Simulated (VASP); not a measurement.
# Ge (a cell with a defect) in VASP: single point with PBE+D3(BJ)

Aim: the single point of Ge (a cell with a defect) with PBE+D3(BJ).

Everything below comes from runs of VASP 6.6.1. Logs are shortened: lines on timing, memory, paths and dates and some standing lists are left out, and cuts for length are marked.

**1. The cell of the first run**

The cell holds a defect, 17 atoms: a = 8.004 Å, b = 8.004 Å, c = 8.004 Å, α = 60.00°, β = 60.00°, γ = 60.00°.

**2. Single point, PBE+D3(BJ)**

The input, INCAR:

```
SYSTEM = Ge
PREC = Accurate
ENCUT = 520
EDIFF = 1E-6
ISMEAR = -1
SIGMA = 0.05
LREAL = Auto
LASPH = .True.
NELM = 80
ALGO = Normal
ISIF = 2
LWAVE = .False.
LCHARG = .True.
GGA = PE
IVDW = 12
LELF = .True.
LVHAR = .True.
NBANDS = 133
```

The input, KPOINTS:

```
Automatic mesh
0
Gamma
  2 2 2
  0 0 0
```

The input, POSCAR:

```
Ge
1.0
    0.0000000000      5.6600000000      5.6600000000
    5.6600000000      0.0000000000      5.6600000000
    5.6600000000      5.6600000000      0.0000000000
Ge
17
Direct
    0.0284628975      0.0019787986     -0.0385865724
    0.1494522968      0.1699293286      0.0551943463
   -0.1892932862      0.1599116608      0.4460247350
    0.0846819788      0.1549116608      0.5492226148
   -0.0431448763      0.5126501767      0.0512190813
    0.0620848057      0.6223144876      0.2025441696
   -0.0782508834      0.4684098940      0.6242402827
   -0.0417844523      0.7368727915      0.6714134276
    0.4221466431     -0.1172879859      0.1918109541
    0.6702385159      0.0568109541      0.0712632509
    0.5076943463     -0.0360159011      0.4618462898
    0.4564399293      0.1530477032      0.7296378092
    0.4456272085      0.3775883392      0.1117402827
    0.5912367491      0.4572261484      0.2475265018
    0.3310600707      0.5981095406      0.5369434629
    0.5386837456      0.5280477032      0.7298321555
    0.5812897527      0.7786395760      0.8518904594
```

Potentials or basis: VASP PAW PBE potentials, release 64 (Ge_d).

The run is started by

```bash
$ cat potpaw_PBE.64/Ge_d/POTCAR > POTCAR
$ mpirun -np 1 vasp_std > vasp.out
```

OUTCAR:

```text
SYSTEM = Ge
   PREC = Accurate
   ENCUT = 520
   EDIFF = 1E-6
   ISMEAR = -1
   LREAL = Auto
   LASPH = .True.
   NELM = 80
   ISIF = 2
   GGA = PE
   IVDW = 12
 IVDW          = 12

 ion  position               nearest neighbor table
   1  0.028  0.002  0.961-  10 2.41   2 2.52   6 2.62   4 2.76
   2  0.149  0.170  0.055-   5 2.37   9 2.47   1 2.52  12 2.54
   3  0.811  0.160  0.446-  14 2.47  12 2.61   4 2.68   8 2.85
   4  0.085  0.155  0.549-   7 2.41   3 2.68   1 2.76  11 2.80
   5  0.957  0.513  0.051-   2 2.37   6 2.40   8 2.64  14 2.69
   6  0.062  0.622  0.203-   5 2.40   1 2.62  13 2.64   7 2.76
   7  0.922  0.468  0.624-   4 2.41   8 2.53  16 2.59   6 2.76
   8  0.958  0.737  0.671-  15 2.44   7 2.53  17 2.53   5 2.64   3 2.85
   9  0.422  0.883  0.192-   2 2.47  10 2.51  15 2.59  17 2.73  14 2.85
  10  0.670  0.057  0.071-  13 2.36   1 2.41   9 2.51  11 2.57
  11  0.508  0.964  0.462-  10 2.57   4 2.80
  12  0.456  0.153  0.730-  17 2.45   2 2.54   3 2.61
  13  0.446  0.378  0.112-  10 2.36  14 2.38  16 2.51   6 2.64
  14  0.591  0.457  0.248-  13 2.38   3 2.47  15 2.53   5 2.69   9 2.85
  15  0.331  0.598  0.537-   8 2.44  16 2.50  14 2.53   9 2.59
  16  0.539  0.528  0.730-  15 2.50  13 2.51   7 2.59  17 2.84
  17  0.581  0.779  0.852-  12 2.45   8 2.53   9 2.73  16 2.84

  LATTYP: Found a face centered cubic cell.
 ALAT       =    11.3200000000

  Lattice vectors:

 A1 = (   0.0000000000,   5.6600000000,   5.6600000000)
 A2 = (   5.6600000000,   0.0000000000,   5.6600000000)
 A3 = (   5.6600000000,   5.6600000000,   0.0000000000)

Analysis of symmetry for initial positions (statically):
=====================================================================
 Subroutine PRICEL returns:
 Original cell was already a primitive cell.

 Routine SETGRP: Setting up the symmetry group for a
 face centered cubic supercell.

 Subroutine GETGRP returns: Found  1 space group operations
 (whereof  1 operations were pure point group operations)
 out of a pool of 48 trial point group operations.

The static configuration has the point symmetry C_1 .

Analysis of symmetry for dynamics (positions and initial velocities):
=====================================================================
 Subroutine PRICEL returns:
 Original cell was already a primitive cell.

 Routine SETGRP: Setting up the symmetry group for a
 face centered cubic supercell.

 Subroutine GETGRP returns: Found  1 space group operations
 (whereof  1 operations were pure point group operations)
 out of a pool of 48 trial point group operations.

The dynamic configuration has the point symmetry C_1 .

 Subroutine INISYM returns: Found  1 space group operations
 (whereof  1 operations are pure point group operations),
 and found     1 'primitive' translations

----------------------------------------------------------------------------------------

                                     Primitive cell

  volume of cell :     362.6430

  direct lattice vectors                    reciprocal lattice vectors
     0.000000000  5.660000000  5.660000000    -0.088339223  0.088339223  0.088339223
     5.660000000  0.000000000  5.660000000     0.088339223 -0.088339223  0.088339223
     5.660000000  5.660000000  0.000000000     0.088339223  0.088339223 -0.088339223

  length of vectors
     8.004448763  8.004448763  8.004448763     0.153008022  0.153008022  0.153008022

  position of ions in fractional coordinates (direct lattice)
     0.028462897  0.001978799  0.961413428
     0.149452297  0.169929329  0.055194346
     0.810706714  0.159911661  0.446024735
     0.084681979  0.154911661  0.549222615
     0.956855124  0.512650177  0.051219081
     0.062084806  0.622314488  0.202544170
[... 9 lines left out ...]
     0.538683746  0.528047703  0.729832155
     0.581289753  0.778639576  0.851890459

  ion indices of the primitive-cell ions
   primitive index   ion index
                 1           1
                 2           2
                 3           3
                 4           4
                 5           5
                 6           6
[... 9 lines left out ...]
                16          16
                17          17

----------------------------------------------------------------------------------------

 KPOINTS: Automatic mesh

Automatic generation of k-mesh.
 Grid dimensions read from file:
 generate k-points for:    2    2    2

 Generating k-lattice:

  Cartesian coordinates                     Fractional coordinates (reciprocal lattice)
    -0.044169611  0.044169611  0.044169611     0.500000000  0.000000000  0.000000000
     0.044169611 -0.044169611  0.044169611     0.000000000  0.500000000  0.000000000
     0.044169611  0.044169611 -0.044169611     0.000000000  0.000000000  0.500000000

  Length of vectors
     0.076504011  0.076504011  0.076504011

  Shift w.r.t. Gamma in fractional coordinates (k-lattice)
     0.000000000  0.000000000  0.000000000

 Subroutine IBZKPT returns following result:
 ===========================================

 Found      8 irreducible k-points:

 Following reciprocal coordinates:
            Coordinates               Weight
  0.000000  0.000000  0.000000      1.000000
  0.500000  0.000000  0.000000      1.000000
  0.000000  0.500000  0.000000      1.000000
  0.000000  0.000000  0.500000      1.000000
  0.500000  0.500000  0.500000      1.000000
  0.500000  0.500000  0.000000      1.000000
  0.000000  0.500000  0.500000      1.000000
  0.500000  0.000000  0.500000      1.000000
   k-points           NKPTS =      8   k-points in BZ     NKDIM =      8   number of bands    NBANDS=    133
   number of dos      NEDOS =    301   number of ions     NIONS =     17
   total plane-waves  NPLWV = 216000
   dimension x,y,z NGX =    60 NGY =   60 NGZ =   60
   dimension x,y,z NGXF=   120 NGYF=  120 NGZF=  120
   ions per type =              17
   NGX,Y,Z   is equivalent  to a cutoff of  12.46, 12.46, 12.46 a.u.
   NGXF,Y,Z  is equivalent  to a cutoff of  24.92, 24.92, 24.92 a.u.
 SYSTEM =  Ge
   PREC   = accura    normal or accurate (medium, high low for compatibility)
   ISTART =      0    job   : 0-new  1-cont  2-samecut
   ICHARG =      2    charge: 1-file 2-atom 10-const
   ISPIN  =      1    spin polarized calculation?
   LNONCOLLINEAR =      F non collinear calculations
   LSORBIT =      F    spin-orbit coupling
   LASPH  =      T    aspherical Exc in radial PAW
   ENCUT  =  520.0 eV  38.22 Ry    6.18 a.u.  14.88 14.88 14.88*2*pi/ulx,y,z
   NELM   =     80;   NELMIN=  2; NELMDL= -5     # of ELM steps
   EDIFF  = 0.1E-05   stopping-criterion for ELM
   LREAL  =      T    real-space projection
   EDIFFG = 0.1E-04   stopping-criterion for IOM
   NSW    =      0    number of steps for IOM
   IBRION =     -1    ionic relax: 0-MD 1-quasi-New 2-CG
   NFREE  =      0    steps in history (QN), initial steepest desc. (CG)
   ISIF   =      2    stress and relaxation
   ISYM   =      2    0-nonsym 1-usesym 2-fastsym
   POTIM  = 0.5000    time-step for ionic-motion
   TEBEG  =    0.0;   TEEND  =   0.0 temperature during run
   PSTRESS=    0.0 pullay stress
   NELECT =     238.0000    total number of electrons
   NUPDOWN=      -1.0000    fix difference up-down
   EMIN   =  10.00;   EMAX   =-10.00  energy-range for DOS
   EFERMI =   0.00;   METHOD = LEGACY
   ISMEAR =    -1;   SIGMA  =   0.05  broadening in eV -4-tet -1-fermi 0-gaus
   EFERMI_NEDOS =   21; number of points for ismear=-14 and -15
   IALGO  =     38    algorithm
   IMIX   =      4    mixing-type and parameters
     AMIX     =   0.40;   BMIX     =  1.00
     AMIX_MAG =   1.60;   BMIX_MAG =  1.00
  volume/ion in A,a.u.               =      21.33       143.96
  Fermi-wavevector in a.u.,A,eV,Ry     =   1.422681  2.688476 27.538462  2.024020
  Thomas-Fermi vector in A             =   2.543359
   LORBIT       =      0    0 simple, 1 ext, 2 COOP (PROOUT), +10 PAW based schemes
   GGA     = PE    functional components
   LHFCALC =     F    Hartree Fock is set to
   AEXX    =    0.0000 exact exchange contribution
   IVDW    =    12    specifies the selected vdW correction
   LEPSILON=     F    determine dielectric tensor
   LRPA    =     F    only Hartree local field effects (RPA)
 non-spin polarized calculation
  energy-cutoff  :      520.00
  volume of cell :      362.64
 maximum number of plane-waves:      9841
 NGX is ok and might be reduce to    60
   NGX = 29   NGY = 29   NGZ = 29

 number of electron     237.9999976 magnetization

 Free energy of the ion-electron system (eV)
  ---------------------------------------------------
  ext. energy  EPLUGINS =         0.00000000
  ---------------------------------------------------
  free energy    TOTEN  =       -69.77069276 eV

  energy without entropy =      -69.70448523  energy(sigma->0) =      -69.73758900

 E-fermi :   5.3412     XC(G=0): -10.4292

 val. band max:        5.3374888257   @ k =   0.0000   0.5000   0.5000
 cond. band min:       5.3546156880   @ k =   0.0000   0.5000   0.0000
 fundamental gap:      0.0171268623
 Fermi energy:         5.3411683595

 k-point     1 :       0.0000    0.0000    0.0000
  band No.  band energies     occupation
      1     -19.5329      2.00000
      2     -19.5110      2.00000
      3     -19.4993      2.00000
      4     -19.4783      2.00000
      5     -19.4526      2.00000
      6     -19.4470      2.00000
[... 123 lines left out ...]
    130       7.1364      0.00000
    131       7.5467      0.00000

 k-point     2 :       0.5000    0.0000    0.0000
  band No.  band energies     occupation
      1     -19.5301      2.00000
      2     -19.5126      2.00000
      3     -19.5025      2.00000
      4     -19.4786      2.00000
      5     -19.4534      2.00000
      6     -19.4486      2.00000
[... 927 lines left out ...]
    130       8.4285      0.00000
    131       8.5980      0.00000
 [bands above 131 left out]

------------------------ aborting loop because EDIFF is reached ----------------------------------------

 Edisp (eV)   -5.34005

 E8    (eV) :    -2.3771

  FORCE on cell =-STRESS in cart. coord.  units (eV):
  Direction    XX          YY          ZZ          XY          YZ          ZX
  --------------------------------------------------------------------------------------
  -------------------------------------------------------------------------------------
  Total       9.74487     3.35781     4.87672    -2.63066    -1.06404     1.48407
  in kB      43.05339    14.83499    21.54563   -11.62240    -4.70099     6.55671
  external pressure =       26.48 kB  Pullay stress =        0.00 kB

 VOLUME and BASIS-vectors are now :
 -----------------------------------------------------------------------------
  energy-cutoff  :      520.00
  volume of cell :      362.64
      direct lattice vectors                 reciprocal lattice vectors
     0.000000000  5.660000000  5.660000000    -0.088339223  0.088339223  0.088339223
     5.660000000  0.000000000  5.660000000     0.088339223 -0.088339223  0.088339223
     5.660000000  5.660000000  0.000000000     0.088339223  0.088339223 -0.088339223

 POSITION                                       TOTAL-FORCE (eV/Angst)
 -----------------------------------------------------------------------------------
      5.45280      5.60270      0.17230        -0.756241      0.452281      0.300533
      1.27420      1.15830      1.80770        -0.449727     -0.271325     -0.544402
      3.42960      7.11310      5.49370        -0.321573      1.379325     -0.413070
      3.98540      3.58790      1.35610        -0.763401      0.896397     -0.101659
      3.19150      5.70570      8.31740         0.280138     -1.248122     -0.126770
      4.66870      1.49780      3.87370         0.470667      0.865076      0.323650
[... 9 lines left out ...]
      7.11960      7.17980      6.03770         0.035504      0.330948      0.978460
      9.22880      8.11180      7.69720         0.014988      0.088681     -0.971562
 -----------------------------------------------------------------------------------
    total drift:                               -0.001201      0.003636      0.002556

  FREE ENERGIE OF THE ION-ELECTRON SYSTEM (eV)
  ---------------------------------------------------
  free  energy   TOTEN  =       -75.1107465930 eV

  energy  without entropy=      -75.0445390653  energy(sigma->0) =      -75.07764283
```

It took 9.3 min on 1 thread of Intel Xeon Platinum 8488C (Sapphire Rapids), shared host; peak memory 0.59 GiB.

What came out:

| Item | Value |
| --- | --- |
| Free energy | -75.1107 eV |
| Pressure | 2.6 GPa |
| Largest force | 1.818 eV/Å |
| Band gap on the k mesh | zero (band 119 reaches 5.35 eV, above the bottom of band 120 at 5.25 eV) |
| Dispersion energy per atom | -0.314 eV |

Forces in eV/Å, atoms in the order of the input:
```
Ge  -0.756  0.452  0.301
Ge  -0.450 -0.271 -0.544
Ge  -0.322  1.379 -0.413
Ge  -0.763  0.896 -0.102
Ge   0.280 -1.248 -0.127
Ge   0.471  0.865  0.324
Ge   0.106 -0.907  0.306
Ge   0.507 -0.263 -0.224
Ge  -0.192  0.246  0.129
Ge  -0.758 -0.291 -0.614
Ge   0.641  0.049 -0.640
Ge   0.497 -0.729  0.933
Ge   0.959 -1.437 -0.566
Ge   0.134  0.277  1.148
Ge  -0.405  0.561  0.082
Ge   0.036  0.331  0.978
Ge   0.015  0.089 -0.972
```

Caveat: the k points lie up to 0.48 Å⁻¹ apart.
